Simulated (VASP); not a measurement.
# GaAs (F-43m) in VASP: further runs, part 2 of 2

VASP 6.6.1.

## (3) Phonons, r2SCAN

This run uses another cell than the first one, of 22.75 Å³/atom, 1.015 times its volume.

INCAR reads:

```
SYSTEM = GaAs
PREC = Accurate
ENCUT = 520
EDIFF = 1E-8
ISMEAR = 0
SIGMA = 0.01
LREAL = .False.
LASPH = .True.
NELM = 100
ALGO = Normal
ISIF = 2
LWAVE = .False.
LCHARG = .True.
METAGGA = R2SCAN
LMIXTAU = .True.
IBRION = 6
NFREE = 2
POTIM = 0.015
NSW = 1
```

KPOINTS reads:

```
regular mesh
0
Gamma
  8 8 8
  0 0 0
```

POSCAR reads:

```
GaAs
1.0
    0.0000000000      2.8334268284      2.8334268284
    2.8334268284      0.0000000000      2.8334268284
    2.8334268284      2.8334268284      0.0000000000
Ga As
1 1
Direct
    0.0000000000      0.0000000000      0.0000000000
    0.7500000000      0.7500000000      0.7500000000
```

Potentials or basis: VASP PAW PBE potentials, release 64 (Ga_d, As).

Launch:

```
$ cat potpaw_PBE.64/Ga_d/POTCAR potpaw_PBE.64/As/POTCAR > POTCAR
$ mpirun -np 1 vasp_std > vasp.out
```

OUTCAR:

```text
SYSTEM = GaAs
   PREC = Accurate
   ENCUT = 520
   EDIFF = 1E-8
   ISMEAR = 0
   LREAL = .False.
   LASPH = .True.
   NELM = 100
   ISIF = 2
   METAGGA = R2SCAN
   IBRION = 6
   NFREE = 2
   POTIM = 0.015
   NSW = 1

 ion  position               nearest neighbor table
   1  0.000  0.000  0.000-   2 2.45   2 2.45   2 2.45   2 2.45
   2  0.750  0.750  0.750-   1 2.45   1 2.45   1 2.45   1 2.45

  LATTYP: Found a face centered cubic cell.
 ALAT       =     5.6668536568

  Lattice vectors:

 A1 = (   0.0000000000,   2.8334268284,   2.8334268284)
 A2 = (   2.8334268284,   0.0000000000,   2.8334268284)
 A3 = (   2.8334268284,   2.8334268284,   0.0000000000)

Analysis of symmetry for initial positions (statically):
=====================================================================
 Subroutine PRICEL returns:
 Original cell was already a primitive cell.

 Routine SETGRP: Setting up the symmetry group for a
 face centered cubic supercell.

 Subroutine GETGRP returns: Found 24 space group operations
 (whereof 24 operations were pure point group operations)
 out of a pool of 48 trial point group operations.

The static configuration has the point symmetry T_d .

Analysis of symmetry for dynamics (positions and initial velocities):
=====================================================================
 Subroutine PRICEL returns:
 Original cell was already a primitive cell.

 Routine SETGRP: Setting up the symmetry group for a
 face centered cubic supercell.

 Subroutine GETGRP returns: Found 24 space group operations
 (whereof 24 operations were pure point group operations)
 out of a pool of 48 trial point group operations.

The dynamic configuration has the point symmetry T_d .

 Subroutine INISYM returns: Found 24 space group operations
 (whereof 24 operations are pure point group operations),
 and found     1 'primitive' translations

----------------------------------------------------------------------------------------

                                     Primitive cell

  volume of cell :      45.4952

  direct lattice vectors                    reciprocal lattice vectors
     0.000000000  2.833426828  2.833426828    -0.176464765  0.176464765  0.176464765
     2.833426828  0.000000000  2.833426828     0.176464765 -0.176464765  0.176464765
     2.833426828  2.833426828  0.000000000     0.176464765  0.176464765 -0.176464765

  length of vectors
     4.007070649  4.007070649  4.007070649     0.305645939  0.305645939  0.305645939

  position of ions in fractional coordinates (direct lattice)
     0.000000000  0.000000000  0.000000000
     0.750000000  0.750000000  0.750000000

  ion indices of the primitive-cell ions
   primitive index   ion index
                 1           1
[... 112 lines left out ...]

--------------------------------------- Ionic step        1  -------------------------------------------

 number of electron      17.9999990 magnetization

 Free energy of the ion-electron system (eV)
  ---------------------------------------------------
  ext. energy  EPLUGINS =         0.00000000
  ---------------------------------------------------
  free energy    TOTEN  =       -27.05325864 eV

  energy without entropy =      -27.05325864  energy(sigma->0) =      -27.05325864

------------------------ aborting loop because EDIFF is reached ----------------------------------------

  FORCE on cell =-STRESS in cart. coord.  units (eV):
  Direction    XX          YY          ZZ          XY          YZ          ZX
  --------------------------------------------------------------------------------------
  -------------------------------------------------------------------------------------
  Total        0.0254780      0.0254780      0.0254780      0.0000000     -0.0000000     -0.0000000
  in kB        0.8972410      0.8972410      0.8972410      0.0000000     -0.0000000     -0.0000000
  external PRESSURE =       0.8972410 kB  Pullay stress =       0.0000000 kB
[... 131 lines left out ...]
--------------------------------------- Ionic step        5  -------------------------------------------

 number of electron      17.9999990 magnetization

 Free energy of the ion-electron system (eV)
  ---------------------------------------------------
  ext. energy  EPLUGINS =         0.00000000
  ---------------------------------------------------
  free energy    TOTEN  =       -27.05219505 eV

  energy without entropy =      -27.05219505  energy(sigma->0) =      -27.05219505

 E-fermi :   3.7661     XC(G=0): -10.2219

 val. band max:        3.6605835121   @ k =   0.0000   0.0000   0.0000
 cond. band min:       4.5540386203   @ k =   0.0000   0.0000   0.0000
 fundamental gap:      0.8934551081
 Fermi energy:         3.7661214933

 k-point     1 :       0.0000    0.0000    0.0000
  band No.  band energies     occupation
      1     -11.6122      2.00000
      2     -11.6107      2.00000
      3     -11.6088      2.00000
      4     -11.5229      2.00000
      5     -11.5229      2.00000
      6      -9.5451      2.00000
      7       3.5660      2.00000
      8       3.6143      2.00000
      9       3.6606      2.00000
     10       4.5540      0.00000
     11       7.6213      0.00000
     12       7.6521      0.00000
     13       7.6851      0.00000
[... 354 lines left out ...]
  band No.  band energies     occupation
      1     -11.7056      2.00000
      2     -11.5840      2.00000
      3     -11.5768      2.00000
      4     -11.5273      2.00000
      5     -11.5191      2.00000
      6      -7.3700      2.00000
      7      -2.9732      2.00000
      8       0.3448      2.00000
      9       1.6136      2.00000
     10       6.9679      0.00000
     11       8.1185      0.00000
     12      10.3921      0.00000
     13      11.8001      0.00000

 [... further k-points ...]

------------------------ aborting loop because EDIFF is reached ----------------------------------------

  FORCE on cell =-STRESS in cart. coord.  units (eV):
  Direction    XX          YY          ZZ          XY          YZ          ZX
  --------------------------------------------------------------------------------------
  -------------------------------------------------------------------------------------
  Total        0.0263288      0.0285438      0.0285438      0.0000000     -0.1052643      0.0000000
  in kB        0.9272059      1.0052087      1.0052087      0.0000000     -3.7070257      0.0000000
  external PRESSURE =       0.9792077 kB  Pullay stress =       0.0000000 kB
[... 17 lines left out ...]
  FREE ENERGIE OF THE ION-ELECTRON SYSTEM (eV)
  ---------------------------------------------------
  free  energy   TOTEN  =       -27.0521950523 eV

  energy  without entropy=      -27.0521950523  energy(sigma->0) =      -27.05219505

 INTERNAL STRAIN TENSORS FROM DISPLACED ATOMS
 ============================================

 INTERNAL STRAIN TENSOR FOR ION    1 for displacements in x,y,z  (eV/Angst):
          X           Y           Z          XY          YZ          ZX
  --------------------------------------------------------------------------------
  x     0.00000    -0.00000    -0.00000     0.00000    -6.68949     0.00000
  y     0.00000     0.00000     0.00000     0.00000     0.00000    -6.68949
  z    -0.00000    -0.00000     0.00000    -6.68949     0.00000     0.00000

 INTERNAL STRAIN TENSOR FOR ION    2 for displacements in x,y,z  (eV/Angst):
          X           Y           Z          XY          YZ          ZX
  --------------------------------------------------------------------------------
  x     0.00000     0.00000     0.00000     0.00000     6.98522     0.00000
  y     0.00000     0.00000     0.00000     0.00000     0.00000     6.98522
  z     0.00000     0.00000     0.00000     6.98522     0.00000     0.00000

 Eigenvectors and eigenvalues of the dynamical matrix
 ----------------------------------------------------

   1 f  =    8.002450 THz    50.280874 2PiTHz  266.932987 cm-1    33.095457 meV
             X         Y         Z           dx          dy          dz
      0.000000  0.000000  0.000000     0.000000    0.720492    0.000000
      4.250140  4.250140  4.250140     0.000000   -0.693463    0.000000
[... 21 lines left out ...]
   6 f/i=    0.009105 THz     0.057211 2PiTHz    0.303722 cm-1     0.037657 meV
             X         Y         Z           dx          dy          dz
      0.000000  0.000000  0.000000     0.000000    0.000000   -0.693463
      4.250140  4.250140  4.250140     0.000000    0.000000   -0.720492

 ELASTIC MODULI CONTR FROM IONIC RELAXATION (kBar)
 Direction    XX          YY          ZZ          XY          YZ          ZX
 --------------------------------------------------------------------------------
 XX          -0.0000     -0.0000     -0.0000     -0.0000      0.0000      0.0000
 YY          -0.0000     -0.0000     -0.0000     -0.0000     -0.0000     -0.0000
 ZZ          -0.0000     -0.0000     -0.0000      0.0000     -0.0000      0.0000
 XY          -0.0000     -0.0000      0.0000   -173.9835      0.0000     -0.0000
 YZ           0.0000     -0.0000     -0.0000      0.0000   -173.9835     -0.0000
 ZX           0.0000     -0.0000      0.0000     -0.0000     -0.0000   -173.9835
 --------------------------------------------------------------------------------
```

OSZICAR:

```text
N       E                     dE             d eps       ncg     rms          rms(c)
DAV:   1     0.614796363601E+02    0.61480E+02   -0.93429E+03   778   0.195E+03
DAV:   2    -0.226948974472E+02   -0.84175E+02   -0.81829E+02   814   0.335E+02
DAV:   3    -0.290329205349E+02   -0.63380E+01   -0.62996E+01   959   0.770E+01
[... 73 lines left out ...]
DAV:   6    -0.270521938735E+02   -0.62564E-07   -0.26409E-06  2945   0.136E-02    0.879E-04
DAV:   7    -0.270521949336E+02   -0.10601E-05   -0.81863E-07  2580   0.850E-03    0.712E-04
DAV:   8    -0.270521949521E+02   -0.18495E-07   -0.17964E-07  2665   0.390E-03    0.241E-04
DAV:   9    -0.270521950357E+02   -0.83558E-07   -0.82186E-08  2580   0.290E-03    0.480E-05
DAV:  10    -0.270521950532E+02   -0.17553E-07   -0.31489E-09  1840   0.548E-04    0.502E-05
DAV:  11    -0.270521950523E+02    0.94906E-09   -0.13263E-09  1275   0.295E-04
   5 F= -.27052195E+02 E0= -.27052195E+02  d E =-.466963E-53
```

stdout:

```text
POSCAR found type information on POSCAR GaAs
 POSCAR found :  2 types and       2 ions
 scaLAPACK will be used
 -----------------------------------------------------------------------------
|                                                                             |
|                                                                             |
|     You enforced a specific xc type in the INCAR file but a different       |
|     I HOPE YOU KNOW WHAT YOU ARE DOING!                                     |
|                                                                             |
 -----------------------------------------------------------------------------

 LDA part: xc-table for (None), standard interpolation
 POSCAR, INCAR and KPOINTS ok, starting setup
 FFT: planning ... GRIDC
 FFT: planning ... GRID_SOFT
 FFT: planning ... GRID
 WAVECAR not read
 entering main loop
 Found     2 degrees of freedom:
 Finite differences POTIM= 0.01500 DOF=   2
 bond charge predicted
 Finite differences progress:
 bond charge predicted
 Finite differences progress:
 bond charge predicted
 Finite differences progress:
 bond charge predicted
 Finite differences progress:
```

Run time: 15 min. Hardware: 1 thread of Intel Xeon Platinum 8259CL at 2.50GHz (Skylake/Cascade Lake), shared host; peak memory 0.25 GiB.

What came out:

```
Highest phonon frequency at Γ, LO-TO splitting left out : 267 cm⁻¹
```

Phonon frequencies in cm⁻¹ (negative: imaginary):
```
              q point        frequencies
(0.000, 0.000, 0.000)  0 0 0 267 267 267
```

Caveat: the PAW data sets were made with another functional, which shifts forces and pressure a little.

## (4) Phonons, r2SCAN (volume scaled by 1.015)

INCAR reads:

```
SYSTEM = GaAs
  ALGO = Normal
  EDIFF = 1E-8
  ENCUT = 520
  IBRION = 6
  ISIF = 2
  ISMEAR = 0
  LASPH = .True.
  LCHARG = .False.
  LMIXTAU = .True.
  LREAL = .False.
  LWAVE = .False.
  METAGGA = R2SCAN
  NELM = 100
  NFREE = 2
  NSW = 1
  POTIM = 0.015
  PREC = Accurate
  SIGMA = 0.01
```

KPOINTS reads:

```
k-points
0
Gamma
  8 8 8
  0 0 0
```

POSCAR reads:

```
GaAs
1.0
    0.0000000000      2.8475237114      2.8475237114
    2.8475237114      0.0000000000      2.8475237114
    2.8475237114      2.8475237114      0.0000000000
Ga As
1 1
Direct
    0.0000000000      0.0000000000      0.0000000000
    0.7500000000      0.7500000000      0.7500000000
```

Potentials or basis: VASP PAW PBE potentials, release 64 (Ga_d, As).

Launch:

```
$ cat potpaw_PBE.64/Ga_d/POTCAR potpaw_PBE.64/As/POTCAR > POTCAR
$ mpirun -np 1 vasp_std > vasp.out
```

OUTCAR:

```text
SYSTEM = GaAs
   EDIFF = 1E-8
   ENCUT = 520
   IBRION = 6
   ISIF = 2
   ISMEAR = 0
   LASPH = .True.
   LREAL = .False.
   METAGGA = R2SCAN
   NELM = 100
   NFREE = 2
   NSW = 1
   POTIM = 0.015
   PREC = Accurate

 ion  position               nearest neighbor table
   1  0.000  0.000  0.000-   2 2.47   2 2.47   2 2.47   2 2.47
   2  0.750  0.750  0.750-   1 2.47   1 2.47   1 2.47   1 2.47

  LATTYP: Found a face centered cubic cell.
 ALAT       =     5.6950474228

  Lattice vectors:

 A1 = (   0.0000000000,   2.8475237114,   2.8475237114)
 A2 = (   2.8475237114,   0.0000000000,   2.8475237114)
 A3 = (   2.8475237114,   2.8475237114,   0.0000000000)
[... 728 lines left out ...]
  --------------------------------------------------------------------------------------
  -------------------------------------------------------------------------------------
  Total       -0.2763931     -0.2743218     -0.2743218      0.0000000     -0.0967782      0.0000000
  in kB       -9.5897164     -9.5178493     -9.5178493      0.0000000     -3.3578101      0.0000000
  external PRESSURE =      -9.5418050 kB  Pullay stress =       0.0000000 kB
[... 17 lines left out ...]
  FREE ENERGIE OF THE ION-ELECTRON SYSTEM (eV)
  ---------------------------------------------------
  free  energy   TOTEN  =       -27.0502720689 eV

  energy  without entropy=      -27.0502720689  energy(sigma->0) =      -27.05027207

 INTERNAL STRAIN TENSORS FROM DISPLACED ATOMS
 ============================================

 INTERNAL STRAIN TENSOR FOR ION    1 for displacements in x,y,z  (eV/Angst):
          X           Y           Z          XY          YZ          ZX
  --------------------------------------------------------------------------------
  x     0.00000     0.00000     0.00000     0.00000    -6.13587     0.00000
  y    -0.00000    -0.00000    -0.00000     0.00000     0.00000    -6.13587
  z     0.00000     0.00000     0.00000    -6.13587     0.00000     0.00000

 INTERNAL STRAIN TENSOR FOR ION    2 for displacements in x,y,z  (eV/Angst):
          X           Y           Z          XY          YZ          ZX
  --------------------------------------------------------------------------------
  x     0.00000     0.00000     0.00000     0.00000     6.42224     0.00000
  y     0.00000     0.00000     0.00000     0.00000     0.00000     6.42224
  z     0.00000     0.00000     0.00000     6.42224     0.00000     0.00000

 Eigenvectors and eigenvalues of the dynamical matrix
 ----------------------------------------------------

   1 f  =    7.867473 THz    49.432794 2PiTHz  262.430667 cm-1    32.537241 meV
             X         Y         Z           dx          dy          dz
      0.000000  0.000000  0.000000     0.000000    0.721639    0.000000
      4.271286  4.271286  4.271286     0.000000   -0.692269    0.000000
[... 21 lines left out ...]
   6 f/i=    0.021978 THz     0.138094 2PiTHz    0.733118 cm-1     0.090895 meV
             X         Y         Z           dx          dy          dz
      0.000000  0.000000  0.000000     0.000000    0.000000   -0.692269
      4.271286  4.271286  4.271286     0.000000    0.000000   -0.721639

 ELASTIC MODULI CONTR FROM IONIC RELAXATION (kBar)
 Direction    XX          YY          ZZ          XY          YZ          ZX
 --------------------------------------------------------------------------------
 XX          -0.0000     -0.0000     -0.0000      0.0000      0.0000     -0.0000
 YY          -0.0000     -0.0000     -0.0000      0.0000      0.0000     -0.0000
 ZZ          -0.0000     -0.0000     -0.0000      0.0000      0.0000     -0.0000
 XY           0.0000      0.0000      0.0000   -149.5700     -0.0000     -0.0000
 YZ           0.0000      0.0000      0.0000     -0.0000   -149.5700      0.0000
 ZX          -0.0000     -0.0000     -0.0000     -0.0000      0.0000   -149.5700
 --------------------------------------------------------------------------------
```

OSZICAR:

```text
N       E                     dE             d eps       ncg     rms          rms(c)
DAV:   1     0.632053854366E+02    0.63205E+02   -0.94363E+03   762   0.190E+03
DAV:   2    -0.224032356897E+02   -0.85609E+02   -0.82943E+02   809   0.342E+02
DAV:   3    -0.290159713898E+02   -0.66127E+01   -0.65334E+01   949   0.773E+01
[... 75 lines left out ...]
DAV:   6    -0.270502708827E+02   -0.14773E-07   -0.25976E-06  2980   0.135E-02    0.887E-04
DAV:   7    -0.270502719533E+02   -0.10707E-05   -0.83874E-07  2580   0.858E-03    0.711E-04
DAV:   8    -0.270502719679E+02   -0.14566E-07   -0.18221E-07  2660   0.394E-03    0.234E-04
DAV:   9    -0.270502720520E+02   -0.84121E-07   -0.84138E-08  2600   0.294E-03    0.469E-05
DAV:  10    -0.270502720705E+02   -0.18434E-07   -0.30820E-09  1835   0.542E-04    0.441E-05
DAV:  11    -0.270502720689E+02    0.15289E-08   -0.12442E-09  1275   0.288E-04
   5 F= -.27050272E+02 E0= -.27050272E+02  d E =-.516523E-16
```

Wall time 14 min (1 thread of Intel Xeon Platinum 8259CL at 2.50GHz (Skylake/Cascade Lake), shared host); peak memory 0.26 GiB.

What came out:

```
Highest phonon frequency at Γ, LO-TO splitting left out : 262 cm⁻¹
```

Phonon frequencies in cm⁻¹ (negative: imaginary):
```tsv
q point	frequencies
(0.000, 0.000, 0.000)	-1 -1 -1 262 262 262
```

Caveat: the cell differs from its parent crystal (volume scaled by 1.015); the PAW data sets were made with another functional, which shifts forces and pressure a little.
